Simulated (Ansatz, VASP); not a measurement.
# AgCl in VASP and in Ansatz

INCAR

```
SYSTEM = AgCl
ALGO = Normal
EDIFF = 1E-6
ENCUT = 520
GGA = PS
ISIF = 2
ISMEAR = 0
LASPH = .True.
LCHARG = .False.
LREAL = .False.
LWAVE = .False.
NBANDS = 16
NELM = 60
PREC = Accurate
SIGMA = 0.05
```

KPOINTS

```
k-points
0
Gamma
  10 10 10
  0 0 0
```

Contents of POSCAR:

```
AgCl
1.0
    3.4339730000      0.0000000000      0.0000000000
    0.0000000000      3.4339730000      0.0000000000
    0.0000000000      0.0000000000      2.9188770500
Ag Cl
1 1
Direct
    0.0000000000      0.0000000000      0.0000000000
    0.5000000000      0.5000000000      0.5000000000
```

Input for Ansatz:

```yaml
crystal:
  lattice:
    - [3.433973, 0.0, 0.0]
    - [0.0, 3.433973, 0.0]
    - [0.0, 0.0, 2.91887705]
  atoms:
    - { symbol: Ag, position: [0.0, 0.0, 0.0] }
    - { symbol: Cl, position: [0.5, 0.5, 0.5] }
basis:
  ecutwfc: 420
kpoints:
  mp_grid: { grid: [10, 10, 10] }
hamiltonian:
  xc: pbesol
scf:
  occupations: { method: gaussian, width: 0.05 }
output:
  forces: true
  stress: true
  eigenvalues: true
```

Change from the starting cell: strain -0.1500 x Voigt [0, 0, 1, 0, 0, 0], atoms carried along.

Alike in both runs: task single point; functional PBEsol; k mesh 10 × 10 × 10; occupations gaussian, width 0.05 eV; no spin polarisation.

|  | VASP | Ansatz |
| --- | --- | --- |
| version | VASP 6.6.1 | Ansatz 0.2.0 |
| potentials or method | VASP PAW PBE potentials, release 64 (Ag, Cl), cutoff 520 eV | scalar-relativistic, plane waves, PAW |
| valence electrons in the cell | 18 | 26 |

Ansatz gave:

- gap on the k mesh at the Fermi level (eV): none
- pressure (GPa): 6.5
- traceless stress, the component that is largest in VASP (GPa): 9.83

Q: Estimate VASP's values.

A: gap on the k mesh at the Fermi level (eV): none; pressure (GPa): 6.4; traceless stress, the component that is largest in VASP (GPa): 9.85.

VASP's potentials were made for PBE, not for PBEsol. A gap of «none» marks a metal or a gap that the smearing closes. The functional is the same, so the differences come from potentials, cutoffs and numerics. VASP's potentials hold 18 valence electrons a cell and Ansatz's 26, so a difference there can come from the potentials and not from the codes.
